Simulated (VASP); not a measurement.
# Na2Cl (R-3m) in VASP: further runs, part 2 of 2

VASP 6.6.1.

**4. Single point, LDA**

INCAR

```
PREC = Accurate ; ENCUT = 520
EDIFF = 1E-7 ; ISMEAR = 1
SIGMA = 0.1 ; LREAL = False
LASPH = True ; NELM = 100
ALGO = Normal ; ISIF = 2
LWAVE = False ; LCHARG = False
NBANDS = 18
```

KPOINTS

```
Automatic mesh
0
Gamma
  8 8 8
```

POSCAR

```
Na2Cl
1.0
    1.9673870000      1.1358720000      6.7290780000
   -1.9673870000      1.1358720000      6.7290780000
    0.0000000000     -2.2717430000      6.7290780000
Na Cl
2 1
Direct
    0.7510740000      0.7510740000      0.7510740000
    0.2489260000      0.2489260000      0.2489260000
    0.0000000000      0.0000000000      0.0000000000
```

Potentials or basis: VASP PAW LDA potentials, release 64 (Na_pv, Cl).

Launch:

```console
$ cat potpaw_LDA.64/Na_pv/POTCAR potpaw_LDA.64/Cl/POTCAR > POTCAR
$ mpirun -np 1 vasp_std > vasp.out
```

OUTCAR:

```text
PREC = Accurate
   ENCUT = 520
   EDIFF = 1E-7
   ISMEAR = 1
   LREAL = False
   LASPH = True
   NELM = 100
   ISIF = 2

 ion  position               nearest neighbor table
   1  0.751  0.751  0.751-
   2  0.249  0.249  0.249-
   3  0.000  0.000  0.000-

  LATTYP: Found a trigonal (rhomboedric) cell.
 ALAT       =     7.1022044140
 COS(alpha) =     0.8465300323

  Lattice vectors:

 A1 = (   1.9673870000,   1.1358720000,   6.7290780000)
 A2 = (  -1.9673870000,   1.1358720000,   6.7290780000)
 A3 = (   0.0000000000,  -2.2717430000,   6.7290780000)

Analysis of symmetry for initial positions (statically):
=====================================================================
 Subroutine PRICEL returns:
 Original cell was already a primitive cell.

 Routine SETGRP: Setting up the symmetry group for a
 trigonal (rhombohedral) supercell.

 Subroutine GETGRP returns: Found 12 space group operations
 (whereof 12 operations were pure point group operations)
 out of a pool of 12 trial point group operations.

The static configuration has the point symmetry D_3d.

Analysis of symmetry for dynamics (positions and initial velocities):
=====================================================================
 Subroutine PRICEL returns:
 Original cell was already a primitive cell.

 Routine SETGRP: Setting up the symmetry group for a
 trigonal (rhombohedral) supercell.

 Subroutine GETGRP returns: Found 12 space group operations
 (whereof 12 operations were pure point group operations)
 out of a pool of 12 trial point group operations.

The dynamic configuration has the point symmetry D_3d.

 Subroutine INISYM returns: Found 12 space group operations
 (whereof 12 operations are pure point group operations),
 and found     1 'primitive' translations

----------------------------------------------------------------------------------------

                                     Primitive cell

  volume of cell :      90.2248

  direct lattice vectors                    reciprocal lattice vectors
     1.967387000  1.135872000  6.729078000     0.254144202  0.146730191  0.049536249
    -1.967387000  1.135872000  6.729078000    -0.254144202  0.146730191  0.049536249
     0.000000000 -2.271743000  6.729078000     0.000000000 -0.293460382  0.049536271

  length of vectors
     7.102204414  7.102204414  7.102204375     0.297611936  0.297611936  0.297611892

  position of ions in fractional coordinates (direct lattice)
     0.751074000  0.751074000  0.751074000
     0.248926000  0.248926000  0.248926000
     0.000000000  0.000000000  0.000000000

  ion indices of the primitive-cell ions
   primitive index   ion index
                 1           1
                 2           2
                 3           3

----------------------------------------------------------------------------------------

 KPOINTS: Automatic mesh

Automatic generation of k-mesh.
 Grid dimensions read from file:
 generate k-points for:    8    8    8

 Generating k-lattice:

  Cartesian coordinates                     Fractional coordinates (reciprocal lattice)
     0.031768025  0.018341274  0.006192031     0.125000000  0.000000000  0.000000000
    -0.031768025  0.018341274  0.006192031     0.000000000  0.125000000  0.000000000
     0.000000000 -0.036682548  0.006192034     0.000000000  0.000000000  0.125000000

  Length of vectors
     0.037201492  0.037201492  0.037201486

  Shift w.r.t. Gamma in fractional coordinates (k-lattice)
     0.000000000  0.000000000  0.000000000

 Subroutine IBZKPT returns following result:
 ===========================================

 Found     65 irreducible k-points:

 Following reciprocal coordinates:
            Coordinates               Weight
  0.000000  0.000000  0.000000      1.000000
  0.125000  0.000000  0.000000      6.000000
  0.250000  0.000000  0.000000      6.000000
  0.375000  0.000000  0.000000      6.000000
  0.500000  0.000000  0.000000      3.000000
  0.125000  0.125000  0.000000      6.000000
[... 16 lines left out ...]
  0.250000  0.125000  0.125000      6.000000
  0.375000  0.125000  0.125000      6.000000
 [... further k-points ...]
   k-points           NKPTS =     65   k-points in BZ     NKDIM =     65   number of bands    NBANDS=     18
   number of dos      NEDOS =    301   number of ions     NIONS =      3
   total plane-waves  NPLWV = 157464
   dimension x,y,z NGX =    54 NGY =   54 NGZ =   54
   dimension x,y,z NGXF=   108 NGYF=  108 NGZF=  108
   ions per type =               2   1
   NGX,Y,Z   is equivalent  to a cutoff of  12.64, 12.64, 12.64 a.u.
   NGXF,Y,Z  is equivalent  to a cutoff of  25.28, 25.28, 25.28 a.u.
 SYSTEM =  unknown system
   PREC   = accura    normal or accurate (medium, high low for compatibility)
   ISTART =      0    job   : 0-new  1-cont  2-samecut
   ICHARG =      2    charge: 1-file 2-atom 10-const
   ISPIN  =      1    spin polarized calculation?
   LNONCOLLINEAR =      F non collinear calculations
   LSORBIT =      F    spin-orbit coupling
   LASPH  =      T    aspherical Exc in radial PAW
   ENCUT  =  520.0 eV  38.22 Ry    6.18 a.u.  13.21 13.21 13.21*2*pi/ulx,y,z
   NELM   =    100;   NELMIN=  2; NELMDL= -5     # of ELM steps
   EDIFF  = 0.1E-06   stopping-criterion for ELM
   LREAL  =      F    real-space projection
   EDIFFG = 0.1E-05   stopping-criterion for IOM
   NSW    =      0    number of steps for IOM
   IBRION =     -1    ionic relax: 0-MD 1-quasi-New 2-CG
   NFREE  =      0    steps in history (QN), initial steepest desc. (CG)
   ISIF   =      2    stress and relaxation
   ISYM   =      2    0-nonsym 1-usesym 2-fastsym
   POTIM  = 0.5000    time-step for ionic-motion
   TEBEG  =    0.0;   TEEND  =   0.0 temperature during run
   PSTRESS=    0.0 pullay stress
   NELECT =      21.0000    total number of electrons
   NUPDOWN=      -1.0000    fix difference up-down
   EMIN   =  10.00;   EMAX   =-10.00  energy-range for DOS
   EFERMI =   0.00;   METHOD = LEGACY
   ISMEAR =     1;   SIGMA  =   0.10  broadening in eV -4-tet -1-fermi 0-gaus
   EFERMI_NEDOS =   21; number of points for ismear=-14 and -15
   IALGO  =     38    algorithm
   IMIX   =      4    mixing-type and parameters
     AMIX     =   0.40;   BMIX     =  1.00
     AMIX_MAG =   1.60;   BMIX_MAG =  1.00
  volume/ion in A,a.u.               =      30.07       202.96
  Fermi-wavevector in a.u.,A,eV,Ry     =   1.007023  1.902997 13.797599  1.014095
  Thomas-Fermi vector in A             =   2.139802
   LORBIT       =      0    0 simple, 1 ext, 2 COOP (PROOUT), +10 PAW based schemes
   GGA     = CA    functional components
   LHFCALC =     F    Hartree Fock is set to
   AEXX    =    0.0000 exact exchange contribution
   IVDW    =     0    specifies the selected vdW correction
   LEPSILON=     F    determine dielectric tensor
   LRPA    =     F    only Hartree local field effects (RPA)
 non-spin polarized calculation
 Methfessel and Paxton  Order N= 1 SIGMA  =   0.10
  energy-cutoff  :      520.00
  volume of cell :       90.22
 maximum number of plane-waves:      2485
 NGX is ok and might be reduce to    54
   NGX = 27   NGY = 27   NGZ = 27

 number of electron      21.0000003 magnetization

 Free energy of the ion-electron system (eV)
  ---------------------------------------------------
  ext. energy  EPLUGINS =         0.00000000
  ---------------------------------------------------
  free energy    TOTEN  =        -8.47251299 eV

  energy without entropy =       -8.47190334  energy(sigma->0) =       -8.47230977

 E-fermi :   1.4790     XC(G=0):  -7.4456

 val. band max:        1.4758958401   @ k =  -0.2500  -0.2500   0.1250
 cond. band min:       1.4873869475   @ k =   0.3750   0.0000   0.0000
 fundamental gap:      0.0114911073
 Fermi energy:         1.4790363507

 k-point     1 :       0.0000    0.0000    0.0000
  band No.  band energies     occupation
      1     -23.6381      2.00000
      2     -23.6366      2.00000
      3     -23.6366      2.00000
      4     -23.6348      2.00000
      5     -23.6348      2.00000
      6     -23.6172      2.00000
[... 10 lines left out ...]
     17       9.9269      0.00000
     18       9.9269      0.00000

 k-point     2 :       0.1250    0.0000    0.0000
  band No.  band energies     occupation
      1     -23.6393      2.00000
      2     -23.6387      2.00000
      3     -23.6371      2.00000
      4     -23.6355      2.00000
      5     -23.6354      2.00000
      6     -23.6174      2.00000
[... 10 lines left out ...]
     17       8.9243      0.00000
     18       9.3521      0.00000
[... 442 lines left out ...]
 k-point    24 :       0.3750    0.1250    0.1250
  band No.  band energies     occupation
      1     -23.6468      2.00000
      2     -23.6442      2.00000
      3     -23.6379      2.00000
      4     -23.6377      2.00000
      5     -23.6307      2.00000
      6     -23.6196      2.00000
[... 10 lines left out ...]
     17       8.7295      0.00000
     18       9.4490      0.00000

 [... further k-points ...]
[... 5 lines left out ...]
  --------------------------------------------------------------------------------------
  -------------------------------------------------------------------------------------
  Total       -0.9630340     -0.9630344     -0.9579237      0.0000000     -0.0000000      0.0000000
  in kB      -17.1011895    -17.1011971    -17.0104422      0.0000000     -0.0000008      0.0000000
  external PRESSURE =     -17.0709430 kB  Pullay stress =       0.0000000 kB

 VOLUME and BASIS-vectors are now :
 -----------------------------------------------------------------------------
  energy-cutoff  :      520.00
  volume of cell :       90.22
      direct lattice vectors                 reciprocal lattice vectors
     1.967387000  1.135872000  6.729078000     0.254144202  0.146730191  0.049536249
    -1.967387000  1.135872000  6.729078000    -0.254144202  0.146730191  0.049536249
     0.000000000 -2.271743000  6.729078000     0.000000000 -0.293460382  0.049536271

 POSITION                                       TOTAL-FORCE (eV/Angst)
 -----------------------------------------------------------------------------------
      0.00000      0.00000     15.16211        -0.000000     -0.000000     -0.101602
      0.00000      0.00000      5.02513        -0.000000      0.000000      0.101602
      0.00000      0.00000      0.00000         0.000000     -0.000000     -0.000000
 -----------------------------------------------------------------------------------
    total drift:                               -0.000000      0.000000     -0.000000

  FREE ENERGIE OF THE ION-ELECTRON SYSTEM (eV)
  ---------------------------------------------------
  free  energy   TOTEN  =        -8.4725129881 eV

  energy  without entropy=       -8.4719033422  energy(sigma->0) =       -8.47230977
```

OSZICAR:

```text
N       E                     dE             d eps       ncg     rms          rms(c)
DAV:   1     0.159587068542E+03    0.15959E+03   -0.10176E+04  2340   0.107E+03
DAV:   2     0.577393007719E+01   -0.15381E+03   -0.14811E+03  2552   0.296E+02
DAV:   3    -0.844231731639E+01   -0.14216E+02   -0.14129E+02  2690   0.887E+01
DAV:   4    -0.874459564361E+01   -0.30228E+00   -0.30144E+00  3012   0.138E+01
DAV:   5    -0.874946035666E+01   -0.48647E-02   -0.48641E-02  2880   0.181E+00    0.316E+00
DAV:   6    -0.851060128339E+01    0.23886E+00   -0.46959E-01  3036   0.307E+00    0.181E+00
DAV:   7    -0.847755124314E+01    0.33050E-01   -0.91633E-02  3518   0.131E+00    0.102E+00
DAV:   8    -0.847242058562E+01    0.51307E-02   -0.13613E-02  3072   0.693E-01    0.302E-01
DAV:   9    -0.847246284255E+01   -0.42257E-04   -0.51481E-04  2570   0.124E-01    0.200E-01
DAV:  10    -0.847252033596E+01   -0.57493E-04   -0.23252E-04  2890   0.805E-02    0.414E-02
DAV:  11    -0.847251210627E+01    0.82297E-05   -0.60046E-05  3062   0.345E-02    0.185E-02
DAV:  12    -0.847251293751E+01   -0.83124E-06   -0.18130E-06  2648   0.101E-02    0.253E-03
DAV:  13    -0.847251298809E+01   -0.50582E-07   -0.62550E-08  2398   0.174E-03
   1 F= -.84725130E+01 E0= -.84723098E+01  d E =-.609646E-03
```

It took 4.8 min on 1 thread of Intel Xeon Platinum 8259CL at 2.50GHz (Skylake/Cascade Lake), shared host; peak memory 0.33 GiB.

Results:

```
Free energy            : -8.4725 eV
Pressure               : -1.7 GPa
Largest force          : 0.102 eV/Å
Band gap on the k mesh : zero (an odd number of electrons rules out a gap without spin polarisation)
```

Forces on the atoms (eV/Å):
```
Na   0.000  0.000 -0.102
Na   0.000  0.000  0.102
Cl   0.000  0.000  0.000
```

Caveat: an odd number of electrons without spin polarisation forces a metal; a magnetic or distorted state may lie lower.

**5. Overview**

| level | potentials or basis | gap on the mesh (eV) | pressure (GPa) | largest force (eV/Å) |
| --- | --- | --- | --- | --- |
| PBEsol | VASP PAW PBE potentials, release 64 (Na_pv, Cl) | none | -0.6 | 0.01 |
| BLYP | VASP PAW PBE potentials, release 64 (Na_pv, Cl) | none | 0.3 | 0.09 |
| LDA | VASP PAW LDA potentials, release 64 (Na_pv, Cl) | none | -1.7 | 0.10 |

Alike in all rows: task single point; no spin polarisation; cell as given; k mesh 8 × 8 × 8; cutoff (eV) 520; smearing methfessel-paxton 0.1 eV.

Caveats: an odd number of electrons without spin polarisation forces a metal; a magnetic or distorted state may lie lower; the PAW data sets were made with another functional, which shifts forces and pressure a little (at least some runs).

Absolute energies hang on the potentials; compare differences alone.
